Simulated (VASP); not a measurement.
# HRh8 in VASP: single point with PBE+D3(BJ)

Aim: the single point of HRh8 with PBE+D3(BJ).

Everything below comes from runs of VASP 6.6.1. Logs are shortened: lines on timing, memory, paths and dates and some standing lists are left out, and cuts for length are marked.

## (1) The cell of the first run

The cell holds a slab with vacuum, 9 atoms: a = 5.365 Å, b = 3.794 Å, c = 21.240 Å, α = 90.00°, β = 90.00°, γ = 90.00°.

## (2) Single point, PBE+D3(BJ)

The input, INCAR:

```
SYSTEM = HRh8
PREC     = Accurate       ! precision mode
ENCUT    = 520            ! plane-wave cutoff, eV
EDIFF    = 1E-6           ! SCF threshold, eV
ISMEAR   = 0              ! smearing method
SIGMA    = 0.1            ! smearing width, eV
LREAL    = .False.        ! projectors in reciprocal space
LASPH    = .True.         ! aspherical terms in the spheres
NELM     = 80             ! most SCF steps
ALGO     = Normal         ! electronic algorithm
ISIF     = 2              ! what is computed and relaxed
LWAVE    = .False.        ! write WAVECAR
LCHARG   = .False.        ! write CHGCAR
LDIPOL   = .True.       
IDIPOL   = 3            
DIPOL    = 0.5 0.5 0.310
GGA      = PE             ! functional
IVDW     = 12             ! dispersion correction
NBANDS   = 70             ! bands
```

The input, KPOINTS:

```
Automatic mesh
0
Gamma
  5 7 1
  0 0 0
```

The input, POSCAR:

```
HRh8
1.0
    5.3650160441      0.0000000000      0.0000000000
    0.0000000000      3.7936392259      0.0000000000
    0.0000000000      0.0000000000     21.2400770646
Rh H
8 1
Direct
    0.2500000000      0.5000000000      0.1883232338
    0.7500000000      0.5000000000      0.1883232338
    0.0000000000      0.0000000000      0.2514705570
    0.5000000000      0.0000000000      0.2514705570
    0.2500000000      0.5000000000      0.3153506346
    0.7500000000      0.5000000000      0.3153506346
    0.0000000000      0.0000000000      0.3738252475
    0.5000000000      0.0000000000      0.3738252475
    0.0000000000      0.0000000000      0.5291919154
```

Potentials or basis: VASP PAW PBE potentials, release 64 (Rh_pv, H).

On the command line:

```
$ cat potpaw_PBE.64/Rh_pv/POTCAR potpaw_PBE.64/H/POTCAR > POTCAR
$ mpirun -np 1 vasp_std > vasp.out
```

OUTCAR:

```text
SYSTEM = HRh8
   PREC = Accurate
   ENCUT = 520
   EDIFF = 1E-6
   ISMEAR = 0
   LREAL = .False.
   LASPH = .True.
   NELM = 80
   ISIF = 2
   GGA = PE
   IVDW = 12
 IVDW          = 12

 ion  position               nearest neighbor table
   1  0.250  0.500  0.188-   2 2.68   2 2.68   4 2.68   3 2.68   4 2.68   3 2.68   5 2.70
   2  0.750  0.500  0.188-   1 2.68   1 2.68   4 2.68   3 2.68   4 2.68   3 2.68   6 2.70
   3  0.000  0.000  0.251-   7 2.60   4 2.68   4 2.68   2 2.68   1 2.68   2 2.68   1 2.68   5 2.69
                             5 2.69   6 2.69   6 2.69
   4  0.500  0.000  0.251-   8 2.60   3 2.68   3 2.68   2 2.68   1 2.68   2 2.68   1 2.68   5 2.69
                             5 2.69   6 2.69   6 2.69
   5  0.250  0.500  0.315-   7 2.63   8 2.63   7 2.63   8 2.63   6 2.68   6 2.68   4 2.69   4 2.69
                             3 2.69   3 2.69   1 2.70
   6  0.750  0.500  0.315-   7 2.63   8 2.63   7 2.63   8 2.63   5 2.68   5 2.68   4 2.69   4 2.69
                             3 2.69   3 2.69   2 2.70
   7  0.000  0.000  0.374-   3 2.60   5 2.63   6 2.63   5 2.63   6 2.63   8 2.68   8 2.68
   8  0.500  0.000  0.374-   4 2.60   5 2.63   6 2.63   5 2.63   6 2.63   7 2.68   7 2.68
   9  0.000  0.000  0.529-

  LATTYP: Found a simple orthorhombic cell.
 ALAT       =     3.7936392259
 B/A-ratio  =     1.4142135624
 C/A-ratio  =     5.5988658383

  Lattice vectors:

 A1 = (   0.0000000000,  -3.7936392259,   0.0000000000)
 A2 = (   5.3650160441,   0.0000000000,   0.0000000000)
 A3 = (   0.0000000000,   0.0000000000,  21.2400770646)

Analysis of symmetry for initial positions (statically):
=====================================================================
 Subroutine PRICEL returns:
 Original cell was already a primitive cell.

 Routine SETGRP: Setting up the symmetry group for a
 simple orthorhombic supercell.

 Subroutine GETGRP returns: Found  4 space group operations
 (whereof  4 operations were pure point group operations)
 out of a pool of  8 trial point group operations.

The static configuration has the point symmetry C_2v.

Analysis of symmetry for dynamics (positions and initial velocities):
=====================================================================
 Subroutine PRICEL returns:
 Original cell was already a primitive cell.

 Routine SETGRP: Setting up the symmetry group for a
 simple orthorhombic supercell.

 Subroutine GETGRP returns: Found  4 space group operations
 (whereof  4 operations were pure point group operations)
 out of a pool of  8 trial point group operations.

The dynamic configuration has the point symmetry C_2v.

 Subroutine INISYM returns: Found  4 space group operations
 (whereof  4 operations are pure point group operations),
 and found     1 'primitive' translations

----------------------------------------------------------------------------------------

                                     Primitive cell

  volume of cell :     432.2979

  direct lattice vectors                    reciprocal lattice vectors
     5.365016044  0.000000000  0.000000000     0.186392732  0.000000000  0.000000000
     0.000000000  3.793639226  0.000000000     0.000000000  0.263599130  0.000000000
     0.000000000  0.000000000 21.240077065     0.000000000  0.000000000  0.047080808

  length of vectors
     5.365016044  3.793639226 21.240077065     0.186392732  0.263599130  0.047080808

  position of ions in fractional coordinates (direct lattice)
     0.250000000  0.500000000  0.188323234
     0.750000000  0.500000000  0.188323234
     0.000000000  0.000000000  0.251470557
     0.500000000  0.000000000  0.251470557
     0.250000000  0.500000000  0.315350635
     0.750000000  0.500000000  0.315350635
     0.000000000  0.000000000  0.373825248
     0.500000000  0.000000000  0.373825248
     0.000000000  0.000000000  0.529191915

  ion indices of the primitive-cell ions
   primitive index   ion index
                 1           1
                 2           2
                 3           3
                 4           4
                 5           5
                 6           6
                 7           7
                 8           8
                 9           9

----------------------------------------------------------------------------------------

 KPOINTS: Automatic mesh

Automatic generation of k-mesh.
 Grid dimensions read from file:
 generate k-points for:    5    7    1

 Generating k-lattice:

  Cartesian coordinates                     Fractional coordinates (reciprocal lattice)
     0.037278546  0.000000000  0.000000000     0.200000000  0.000000000  0.000000000
     0.000000000  0.037657019  0.000000000     0.000000000  0.142857143  0.000000000
     0.000000000  0.000000000  0.047080808     0.000000000  0.000000000  1.000000000

  Length of vectors
     0.037278546  0.037657019  0.047080808

  Shift w.r.t. Gamma in fractional coordinates (k-lattice)
     0.000000000  0.000000000  0.000000000

 Subroutine IBZKPT returns following result:
 ===========================================

 Found     12 irreducible k-points:

 Following reciprocal coordinates:
            Coordinates               Weight
  0.000000  0.000000  0.000000      1.000000
  0.200000  0.000000  0.000000      2.000000
  0.400000  0.000000  0.000000      2.000000
  0.000000  0.142857  0.000000      2.000000
  0.200000  0.142857  0.000000      4.000000
  0.400000  0.142857  0.000000      4.000000
  0.000000  0.285714  0.000000      2.000000
  0.200000  0.285714  0.000000      4.000000
  0.400000  0.285714  0.000000      4.000000
  0.000000  0.428571  0.000000      2.000000
  0.200000  0.428571  0.000000      4.000000
  0.400000  0.428571  0.000000      4.000000
   k-points           NKPTS =     12   k-points in BZ     NKDIM =     12   number of bands    NBANDS=     70
   number of dos      NEDOS =    301   number of ions     NIONS =      9
   total plane-waves  NPLWV = 179200
   dimension x,y,z NGX =    40 NGY =   28 NGZ =  160
   dimension x,y,z NGXF=    80 NGYF=   56 NGZF=  320
   ions per type =               8   1
   NGX,Y,Z   is equivalent  to a cutoff of  12.39, 12.27, 12.52 a.u.
   NGXF,Y,Z  is equivalent  to a cutoff of  24.79, 24.54, 25.05 a.u.
 SYSTEM =  HRh8
   PREC   = accura    normal or accurate (medium, high low for compatibility)
   ISTART =      0    job   : 0-new  1-cont  2-samecut
   ICHARG =      2    charge: 1-file 2-atom 10-const
   ISPIN  =      1    spin polarized calculation?
   LNONCOLLINEAR =      F non collinear calculations
   LSORBIT =      F    spin-orbit coupling
   LASPH  =      T    aspherical Exc in radial PAW
   ENCUT  =  520.0 eV  38.22 Ry    6.18 a.u.   9.98  7.05 39.49*2*pi/ulx,y,z
   NELM   =     80;   NELMIN=  2; NELMDL= -5     # of ELM steps
   EDIFF  = 0.1E-05   stopping-criterion for ELM
   LREAL  =      F    real-space projection
   EDIFFG = 0.1E-04   stopping-criterion for IOM
   NSW    =      0    number of steps for IOM
   IBRION =     -1    ionic relax: 0-MD 1-quasi-New 2-CG
   NFREE  =      0    steps in history (QN), initial steepest desc. (CG)
   ISIF   =      2    stress and relaxation
   ISYM   =      2    0-nonsym 1-usesym 2-fastsym
   POTIM  = 0.5000    time-step for ionic-motion
   TEBEG  =    0.0;   TEEND  =   0.0 temperature during run
   PSTRESS=    0.0 pullay stress
   NELECT =     121.0000    total number of electrons
   NUPDOWN=      -1.0000    fix difference up-down
   EMIN   =  10.00;   EMAX   =-10.00  energy-range for DOS
   EFERMI =   0.00;   METHOD = LEGACY
   ISMEAR =     0;   SIGMA  =   0.10  broadening in eV -4-tet -1-fermi 0-gaus
   EFERMI_NEDOS =   21; number of points for ismear=-14 and -15
   IALGO  =     38    algorithm
   IMIX   =      4    mixing-type and parameters
     AMIX     =   0.40;   BMIX     =  1.00
     AMIX_MAG =   1.60;   BMIX_MAG =  1.00
  volume/ion in A,a.u.               =      48.03       324.14
  Fermi-wavevector in a.u.,A,eV,Ry     =   1.070884  2.023676 15.603046  1.146792
  Thomas-Fermi vector in A             =   2.206607
   LORBIT       =      0    0 simple, 1 ext, 2 COOP (PROOUT), +10 PAW based schemes
   GGA     = PE    functional components
   LHFCALC =     F    Hartree Fock is set to
   AEXX    =    0.0000 exact exchange contribution
   IVDW    =    12    specifies the selected vdW correction
   LEPSILON=     F    determine dielectric tensor
   LRPA    =     F    only Hartree local field effects (RPA)
 non-spin polarized calculation
 Gauss-broadening in eV      SIGMA  =   0.10
  energy-cutoff  :      520.00
  volume of cell :      432.30
 maximum number of plane-waves:     11681
 NGX is ok and might be reduce to    40
   NGX = 19   NGY = 15   NGZ = 79

 dipolmoment           0.000000      0.000000     -0.006025 electrons x Angstroem

 number of electron     121.0000043 magnetization

 dipolmoment           0.000000      0.000000      0.205591 electrons x Angstroem

 Free energy of the ion-electron system (eV)
  ---------------------------------------------------
  ext. energy  EPLUGINS =         0.00000000
  ---------------------------------------------------
  free energy    TOTEN  =       -52.31612065 eV

  energy without entropy =      -52.21500887  energy(sigma->0) =      -52.26556476

 E-fermi :  -0.9692     XC(G=0):  -4.8817

 val. band max:       -0.9811655377   @ k =   0.2000   0.1429   0.0000
 cond. band min:      -0.9674125163   @ k =   0.4000   0.1429   0.0000
 fundamental gap:      0.0137530214
 Fermi energy:        -0.9692074420

 k-point     1 :       0.0000    0.0000    0.0000
  band No.  band energies     occupation
      1     -47.9427      2.00000
      2     -47.8891      2.00000
      3     -47.8763      2.00000
      4     -47.6750      2.00000
      5     -47.6341      2.00000
      6     -47.5721      2.00000
[... 62 lines left out ...]
     69       2.3024      0.00000
     70       2.3725      0.00000
[... 801 lines left out ...]
     69       1.5373      0.00000
     70       1.6672      0.00000

------------------------ aborting loop because EDIFF is reached ----------------------------------------

 vacuum level on the upper side and lower side of the slab       (xc-potential included)         0.739        -1.033

 Edisp (eV)   -3.09445

 E8    (eV) :    -1.4552

  FORCE on cell =-STRESS in cart. coord.  units (eV):
  Direction    XX          YY          ZZ          XY          YZ          ZX
  --------------------------------------------------------------------------------------
  -------------------------------------------------------------------------------------
  Total      -8.83588    -6.28031    -4.65361     0.00000     0.00000     0.00000
  in kB     -32.74744   -23.27601   -17.24716     0.00000     0.00000     0.00000
  external pressure =      -24.42 kB  Pullay stress =        0.00 kB

 VOLUME and BASIS-vectors are now :
 -----------------------------------------------------------------------------
  energy-cutoff  :      520.00
  volume of cell :      432.30
      direct lattice vectors                 reciprocal lattice vectors
     5.365016044  0.000000000  0.000000000     0.186392732  0.000000000  0.000000000
     0.000000000  3.793639226  0.000000000     0.000000000  0.263599130  0.000000000
     0.000000000  0.000000000 21.240077065     0.000000000  0.000000000  0.047080808

 POSITION                                       TOTAL-FORCE (eV/Angst)
 -----------------------------------------------------------------------------------
      1.34125      1.89682      4.00000        -0.027411      0.000000      0.614313
      4.02376      1.89682      4.00000         0.027411      0.000000      0.614313
      0.00000      0.00000      5.34125         0.000000      0.000000     -0.622072
      2.68251      0.00000      5.34125         0.000000      0.000000     -0.432075
      1.34125      1.89682      6.69807        -0.027548      0.000000     -0.116245
      4.02376      1.89682      6.69807         0.027548      0.000000     -0.116245
      0.00000      0.00000      7.94008         0.000000      0.000000      0.777325
      2.68251      0.00000      7.94008         0.000000      0.000000      0.118437
      0.00000      0.00000     11.24008         0.000000      0.000000     -0.837750
 -----------------------------------------------------------------------------------
    total drift:                               -0.000000      0.000000      0.000519

  FREE ENERGIE OF THE ION-ELECTRON SYSTEM (eV)
  ---------------------------------------------------
  free  energy   TOTEN  =       -55.4105670430 eV

  energy  without entropy=      -55.3094552624  energy(sigma->0) =      -55.36001115

 vacuum level on the upper side and lower side of the slab         5.313         3.493
```

Wall time 17 min (1 thread of Oxide Virtual Turin-like, shared host); peak memory 0.53 GiB.

What came out:

```
Free energy                : -55.4106 eV
Largest force              : 0.838 eV/Å
Band gap on the k mesh     : zero (an odd number of electrons rules out a gap without spin polarisation)
Dispersion energy per atom : -0.344 eV
```

Forces on the atoms (eV/Å):
```
Rh  -0.027  0.000  0.614
Rh   0.027  0.000  0.614
Rh   0.000  0.000 -0.622
Rh   0.000  0.000 -0.432
Rh  -0.028  0.000 -0.116
Rh   0.028  0.000 -0.116
Rh   0.000  0.000  0.777
Rh   0.000  0.000  0.118
H    0.000  0.000 -0.838
```
